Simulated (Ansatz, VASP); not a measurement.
# Two plane-wave programs on PtSe2

INCAR

```
SYSTEM = PtSe2
PREC = Accurate ; ENCUT = 520
EDIFF = 1E-7 ; ISMEAR = 0
SIGMA = 0.1 ; LREAL = .False.
LASPH = .True. ; NELM = 100
ALGO = Normal ; ISIF = 2
LWAVE = .False. ; LCHARG = .False.
LDIPOL = .True. ; IDIPOL = 3
DIPOL = 0.5 0.5 0.413 ; GGA = PE
IVDW = 12 ; NBANDS = 56
```

Contents of KPOINTS:

```
regular mesh
0
Gamma
  3 3 1
  0 0 0
```

The input POSCAR:

```
PtSe2
1.0
    7.5434048785      0.0000000000      0.0000000000
   -3.7717024393      6.5327802559      0.0000000000
    0.0000000000      0.0000000000     22.5141116858
Se Pt
8 4
Direct
    0.3333333333      0.1666666667      0.3553326958
    0.3333333333      0.6666666667      0.3553326958
    0.8333333333      0.1666666667      0.3553326958
    0.8333333333      0.6666666667      0.3553326958
    0.1663911044      0.3337325410      0.4699128383
    0.1675069480      0.8332754023      0.4690251619
    0.6666870478      0.3327283941      0.4698286905
    0.6658852536      0.8338955875      0.4697270053
    0.0000650437      0.0000401262      0.4127255549
    0.0002247915      0.5003624526      0.4124580004
    0.4997229081      0.0000348312      0.4122557893
    0.4999648266      0.4999949643      0.4127679040
```

Input for Ansatz:

```yaml
crystal:
  lattice:
    - [7.5434048785, 0.0, 0.0]
    - [-3.7717024393, 6.5327802559, 0.0]
    - [0.0, 0.0, 22.5141116858]
  atoms:
    - { symbol: Se, position: [0.3333333333, 0.1666666667, 0.3553326958] }
    - { symbol: Se, position: [0.3333333333, 0.6666666667, 0.3553326958] }
    - { symbol: Se, position: [0.8333333333, 0.1666666667, 0.3553326958] }
    - { symbol: Se, position: [0.8333333333, 0.6666666667, 0.3553326958] }
    - { symbol: Pt, position: [6.50437e-05, 4.01262e-05, 0.4127255549] }
    - { symbol: Pt, position: [0.0002247915, 0.5003624526, 0.4124580004] }
    - { symbol: Pt, position: [0.4997229081, 3.48312e-05, 0.4122557893] }
    - { symbol: Pt, position: [0.4999648266, 0.4999949643, 0.412767904] }
    - { symbol: Se, position: [0.1663911044, 0.333732541, 0.4699128383] }
    - { symbol: Se, position: [0.167506948, 0.8332754023, 0.4690251619] }
    - { symbol: Se, position: [0.6666870478, 0.3327283941, 0.4698286905] }
    - { symbol: Se, position: [0.6658852536, 0.8338955875, 0.4697270053] }
basis:
  ecutwfc: 420
kpoints:
  mp_grid: { grid: [3, 3, 1] }
hamiltonian:
  xc: pbe
  dispersion: d3bj
scf:
  occupations: { method: gaussian, width: 0.1 }
output:
  forces: true
  eigenvalues: true
  write_density: true
  volumetric_format: npy
efield:
  axis: 3
  dipole_correction: true
  ramp_width: 0.04
```

Alike in both runs: task single point; functional PBE; dispersion D3(BJ); k mesh 3 × 3 × 1; occupations gaussian, width 0.1 eV; no spin polarisation.

|  | VASP | Ansatz |
| --- | --- | --- |
| version | VASP 6.6.1 | Ansatz 0.2.0 |
| potentials or method | VASP PAW PBE potentials, release 64 (Se, Pt), cutoff 520 eV | scalar-relativistic, plane waves, PAW |
| valence electrons in the cell | 88 | 200 |

Ansatz gave:

```
gap on the k mesh at the Fermi level (eV) : 1.64
least direct gap on the mesh (eV)         : 1.75
rms of the force components (eV/Å)        : 0.037
```

Task: Which values does VASP return?

Result: gap on the k mesh at the Fermi level (eV): 1.63; least direct gap on the mesh (eV): 1.75; rms of the force components (eV/Å): 0.037.

VASP's potentials hold 88 valence electrons a cell and Ansatz's 200, so a difference there can come from the potentials and not from the codes.

Neither program's run includes spin-orbit coupling.
